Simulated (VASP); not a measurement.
Set up this calculation in VASP 6.6.1, as the native input.

```
Task                   : single point
Functional             : PBE
Potentials or basis    : VASP PAW PBE potentials, release 64 (Mg, Si, N)
Cutoff                 : 520 eV
k mesh                 : 12 × 12 × 6
Occupations            : gaussian, width 0.1 eV
Spin                   : no spin polarisation
Dipole correction      : no
Further INCAR settings : ALGO = Normal; EDIFF = 1e-06; NBANDS = 20
```

The structure of MgSiN lies in POSCAR:

```
MgSiN
1.0
    3.4248682894      0.0000000000      0.0000000000
    0.0000000000      3.4248682894      0.0000000000
    0.0000000000      0.0000000000      7.6169073588
Mg Si N
2 2 2
Direct
    0.5000000000      0.0000000000      0.1575927874
    0.0000000000      0.5000000000      0.8424072126
    0.5000000000      0.0000000000      0.5336158190
    0.0000000000      0.5000000000      0.4663841810
    0.5000000000      0.5000000000      0.0000000000
    0.0000000000      0.0000000000      0.0000000000
```

The cell was built from a structure type or drawn by symmetry, and may not be a known phase.

These files were run (other wordings do the same):

INCAR

```
SYSTEM = MgSiN
ALGO = Normal
EDIFF = 1E-6
ENCUT = 520
GGA = PE
ISIF = 2
ISMEAR = 0
LASPH = .TRUE.
LCHARG = .TRUE.
LELF = .TRUE.
LREAL = .FALSE.
LVHAR = .TRUE.
LWAVE = .FALSE.
NBANDS = 20
NELM = 100
PREC = Accurate
SIGMA = 0.1
```

KPOINTS

```
k-points
0
G
  12 12 6
  0 0 0
```

Potentials or basis: VASP PAW PBE potentials, release 64 (Mg, Si, N).

The run is started by

```sh
$ cat potpaw_PBE.64/Mg/POTCAR potpaw_PBE.64/Si/POTCAR potpaw_PBE.64/N/POTCAR > POTCAR
$ mpirun -np 1 vasp_std > vasp.out
```

It gave:

```yaml
Pressure: -0.2 GPa
Largest_force: 0.003 eV/Å
Band_gap_on_the_k_mesh: zero (bands 11 and 12 overlap by 2.36 eV)
```

Run time: 3.8 min on 1 thread of AMD EPYC 7R13, on a shared host, peak memory 0.31 GiB.
